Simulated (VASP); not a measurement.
# KBr (Fm-3m) in VASP: further runs, part 2 of 2

VASP 6.6.1. The steps go on from the part before.

## Step 3: Relaxation of cell and atoms, PBEsol, target pressure 4 GPa, at which the enthalpy is minimised

Contents of INCAR:

```
SYSTEM = KBr
PREC     = Accurate       ! precision mode
ENCUT    = 600            ! plane-wave cutoff, eV
EDIFF    = 1E-7           ! SCF threshold, eV
ISMEAR   = 0              ! smearing method
SIGMA    = 0.01           ! smearing width, eV
LREAL    = .FALSE.        ! projectors in reciprocal space
LASPH    = .TRUE.         ! aspherical terms in the spheres
NELM     = 80             ! most SCF steps
ALGO     = Normal         ! electronic algorithm
ISIF     = 3              ! what is computed and relaxed
LWAVE    = .FALSE.        ! write WAVECAR
LCHARG   = .FALSE.        ! write CHGCAR
GGA      = PS             ! functional
IBRION   = 2              ! ionic algorithm
NSW      = 100            ! ionic steps
EDIFFG   = -0.002         ! ionic threshold
PSTRESS  = 40.0
```

Contents of KPOINTS:

```
regular mesh
0
G
  6 6 6
  0 0 0
```

Contents of POSCAR:

```
KBr
1.0
    3.2745281208      3.2745281208      0.0000000000
   -3.2745281208      3.2745281208      0.0000000000
    0.0000000000      3.2745281208      3.2745281208
K Br
1 1
Direct
    0.0000000000      0.0000000000      0.0000000000
    0.5000000000      0.5000000000      0.0000000000
```

Potentials or basis: VASP PAW PBE potentials, release 64 (K_sv, Br).

The run is started by

```
$ cat potpaw_PBE.64/K_sv/POTCAR potpaw_PBE.64/Br/POTCAR > POTCAR
$ mpirun -np 1 vasp_std > vasp.out
```

Wall time 56 s (1 thread of Intel Xeon Platinum 8488C (Sapphire Rapids), shared host); peak memory 0.24 GiB.

Results (log left out):

- Free energy: -6.3437 eV
- Relaxed volume: 29.75 Å³/atom
- Relaxed cell: a = 4.382 Å, b = 4.382 Å, c = 4.382 Å, α = 60.00°, β = 60.00°, γ = 90.00°
- Space group after relaxing (to 0.05 Å): Fm-3m (No. 225)
- Energy change on relaxing (the enthalpy is what falls): +58.1 meV/atom
- Ionic steps: 5
- Pressure after relaxing: 4.0 GPa
- Band gap on the k mesh: 4.80 eV, direct

Step by step:
```
step  energy change (eV)  largest force (eV/Å)  pressure (GPa)  volume (Å³)
   1              0.0000                0.0000            0.07        70.22
   2              0.0671                0.0000            2.82        61.83
   3              0.1123                0.0000            3.91        59.66
   4              0.1173                0.0000            4.03        59.46
   5              0.1162                0.0000            4.00        59.50
```

Final structure:
```
CELL_PARAMETERS angstrom
3.09865 3.09865 0.00000
-3.09865 3.09865 0.00000
0.00000 3.09865 3.09865
ATOMIC_POSITIONS crystal
K 0.00000 0.00000 0.00000
Br 0.50000 0.50000 0.00000
```

Levels at points of the mesh, in eV from the valence-band top:
```csv
k point,band 6,band 7,band 8,band 9,band 10,band 11
"(0.00, 0.00, 0.00)",0.00,0.00,0.00,4.80,7.46,7.46
"(0.50, 0.00, 0.00)",-1.65,-0.54,-0.54,6.79,8.76,10.17
"(0.50, 0.50, 0.00)",-1.03,-0.36,-0.36,5.41,7.79,9.58
```

Caveat: the cell is relaxed towards a set pressure, so the enthalpy falls and the energy may rise; the volume moved by over 15 % at a fixed basis, so the end points are rough; the PAW data sets were made with another functional, which shifts forces and pressure a little.

## Step 4: Relaxation of cell and atoms, PBEsol, target pressure 7 GPa, at which the enthalpy is minimised

Contents of INCAR:

```
  PREC = Accurate
  ENCUT = 600
  EDIFF = 1E-7
  ISMEAR = 0
  SIGMA = 0.01
  LREAL = False
  LASPH = True
  NELM = 100
  ALGO = Normal
  ISIF = 3
  LWAVE = False
  LCHARG = False
  GGA = PS
  IBRION = 2
  NSW = 100
  EDIFFG = -0.002
  PSTRESS = 70.0
```

Contents of KPOINTS:

```
regular mesh
0
Gamma
  6 6 6
```

POSCAR is that of step 3.

The run is started by

```
$ cat potpaw_PBE.64/K_sv/POTCAR potpaw_PBE.64/Br/POTCAR > POTCAR
$ mpirun -np 1 vasp_std > vasp.out
```

Run time: 76 s. Hardware: 1 thread of Intel Xeon Platinum 8488C (Sapphire Rapids), shared host; peak memory 0.24 GiB.

Results (log left out):

| Property | Result |
| --- | --- |
| Free energy | -6.1968 eV |
| Relaxed volume | 27.57 Å³/atom |
| Relaxed cell | a = 4.272 Å, b = 4.272 Å, c = 4.272 Å, α = 60.00°, β = 60.00°, γ = 90.00° |
| Space group after relaxing (to 0.05 Å) | Fm-3m (No. 225) |
| Energy change on relaxing (the enthalpy is what falls) | +131.5 meV/atom |
| Ionic steps | 6 |
| Pressure after relaxing | 7.0 GPa |
| Band gap on the k mesh | 5.06 eV, direct |

The path:
```
step  energy change (eV)  largest force (eV/Å)  pressure (GPa)  volume (Å³)
   1              0.0000                0.0000            0.07        70.22
   2              0.2320                0.0000            6.40        55.89
   3              0.2614                0.0000            6.97        55.19
   4              0.2736                0.0000            7.20        54.91
   5              0.2614                0.0000            6.97        55.19
   6              0.2631                0.0000            7.00        55.15
```

Final structure:
```
K Br
1.0
     3.02109    3.02109    0.00000
    -3.02109    3.02109    0.00000
     0.00000    3.02109    3.02109
K Br
1 1
Direct
  0.00000 0.00000 0.00000
  0.50000 0.50000 0.00000
```

Levels at points of the mesh, in eV from the valence-band top:
```csv
k point,band 6,band 7,band 8,band 9,band 10,band 11
"(0.00, 0.00, 0.00)",0.00,0.00,0.00,5.06,7.39,7.39
"(0.50, 0.00, 0.00)",-1.86,-0.65,-0.65,6.93,8.98,10.32
"(0.50, 0.50, 0.00)",-1.10,-0.38,-0.38,5.22,8.09,9.65
```

Caveat: the cell is relaxed towards a set pressure, so the enthalpy falls and the energy may rise; the volume moved by over 15 % at a fixed basis, so the end points are rough; the PAW data sets were made with another functional, which shifts forces and pressure a little. Expect the measured gap to be larger: semilocal functionals such as PBEsol lack the derivative discontinuity.

## Step 5: Relaxation of cell and atoms, PBEsol, target pressure 10 GPa, at which the enthalpy is minimised

Contents of INCAR:

```
ALGO     = Normal         # electronic algorithm
EDIFF    = 1E-7           # SCF threshold, eV
EDIFFG   = -0.002         # ionic threshold
ENCUT    = 600            # plane-wave cutoff, eV
GGA      = PS             # functional
IBRION   = 2              # ionic algorithm
ISIF     = 3              # what is computed and relaxed
ISMEAR   = 0              # smearing method
LASPH    = T              # aspherical terms in the spheres
LCHARG   = F              # write CHGCAR
LREAL    = F              # projectors in reciprocal space
LWAVE    = F              # write WAVECAR
NELM     = 100            # most SCF steps
NSW      = 100            # ionic steps
PREC     = Accurate       # precision mode
PSTRESS  = 100.0        
SIGMA    = 0.01           # smearing width, eV
```

Contents of KPOINTS:

```
k-points
0
Gamma
  6 6 6
```

POSCAR is that of step 4.

The run is started by

```
$ cat potpaw_PBE.64/K_sv/POTCAR potpaw_PBE.64/Br/POTCAR > POTCAR
$ mpirun -np 1 vasp_std > vasp.out
```

Run time: 2.5 min. Hardware: 1 thread of Intel Xeon Platinum 8488C (Sapphire Rapids), shared host; peak memory 0.24 GiB.

Results (log left out):

* Free energy: -6.0332 eV
* Relaxed volume: 26.02 Å³/atom
* Relaxed cell: a = 4.191 Å, b = 4.191 Å, c = 4.191 Å, α = 60.00°, β = 60.00°, γ = 90.00°
* Space group after relaxing (to 0.05 Å): Fm-3m (No. 225)
* Energy change on relaxing (the enthalpy is what falls): +213.4 meV/atom
* Ionic steps: 16
* Pressure after relaxing: 10.0 GPa
* Band gap on the k mesh: 5.05 eV, indirect (least direct gap 5.28 eV)

The path:
| step | energy change (eV) | largest force (eV/Å) | pressure (GPa) | volume (Å³) |
| --- | --- | --- | --- | --- |
| 1 | 0.0000 | 0.0000 | 0.07 | 70.22 |
| 2 | 0.5427 | 0.0000 | 12.04 | 50.35 |
| 3 | 0.4293 | 0.0000 | 10.05 | 51.99 |
| 4 | 0.4091 | 0.0000 | 9.69 | 52.32 |
| 5 | 0.4096 | 0.0000 | 9.69 | 52.31 |
| 6 | 0.4112 | 0.0000 | 9.72 | 52.29 |
| 7 | 0.4113 | 0.0000 | 9.72 | 52.29 |
| 8 | 0.4113 | 0.0000 | 9.72 | 52.29 |
| 9 | 0.4115 | 0.0000 | 9.73 | 52.28 |
| 10 | 0.4118 | 0.0000 | 9.73 | 52.28 |
| 11 | 0.4123 | 0.0000 | 9.74 | 52.27 |
| 12 | 0.4135 | 0.0000 | 9.76 | 52.25 |
| 13 | 0.4157 | 0.0000 | 9.81 | 52.21 |
| 14 | 0.4203 | 0.0000 | 9.89 | 52.14 |
| 15 | 0.4296 | 0.0000 | 10.05 | 51.99 |
| 16 | 0.4267 | 0.0000 | 10.00 | 52.04 |

Final structure:
```cif
data_structure
_symmetry_space_group_name_H-M 'P 1'
_symmetry_Int_Tables_number 1
_cell_length_a 4.1906
_cell_length_b 4.1906
_cell_length_c 4.1906
_cell_angle_alpha 60.000
_cell_angle_beta 60.000
_cell_angle_gamma 90.000
_cell_volume 52.04
loop_
_atom_site_label
_atom_site_type_symbol
_atom_site_fract_x
_atom_site_fract_y
_atom_site_fract_z
_atom_site_occupancy
K1 K 0.00000 0.00000 0.00000 1
Br1 Br 0.50000 0.50000 0.00000 1
```

Levels at points of the mesh, in eV from the valence-band top:
| k point | band 6 | band 7 | band 8 | band 9 | band 10 | band 11 |
| --- | --- | --- | --- | --- | --- | --- |
| (0.00, 0.00, 0.00) | 0.00 | 0.00 | 0.00 | 5.28 | 7.32 | 7.32 |
| (0.50, 0.00, 0.00) | -2.04 | -0.74 | -0.74 | 7.02 | 9.13 | 10.42 |
| (0.50, 0.50, 0.00) | -1.15 | -0.39 | -0.39 | 5.05 | 8.34 | 9.69 |

Caveat: the cell is relaxed towards a set pressure, so the enthalpy falls and the energy may rise; the volume moved by over 15 % at a fixed basis, so the end points are rough; the PAW data sets were made with another functional, which shifts forces and pressure a little. A k mesh can miss the band edges.

## Step 6: Overview

| cell | gap on the mesh (eV) | pressure (GPa) |
| --- | --- | --- |
| relaxed to 2 GPa | 4.60 | 2.0 |
| relaxed to 4 GPa | 4.80 | 4.0 |
| relaxed to 7 GPa | 5.06 | 7.0 |
| relaxed to 10 GPa | 5.05 | 10.0 |

Alike in all rows: task relaxation of cell and atoms; level PBEsol; potentials or basis VASP PAW PBE potentials, release 64 (K_sv, Br); no spin polarisation; k mesh 6 × 6 × 6; cutoff (eV) 600; smearing gaussian 0.01 eV.

Caveats: the cell is relaxed towards a set pressure, so the enthalpy falls and the energy may rise; the PAW data sets were made with another functional, which shifts forces and pressure a little; the volume moved by over 15 % at a fixed basis, so the end points are rough (some runs).

Absolute energies hang on the potentials; compare differences alone.
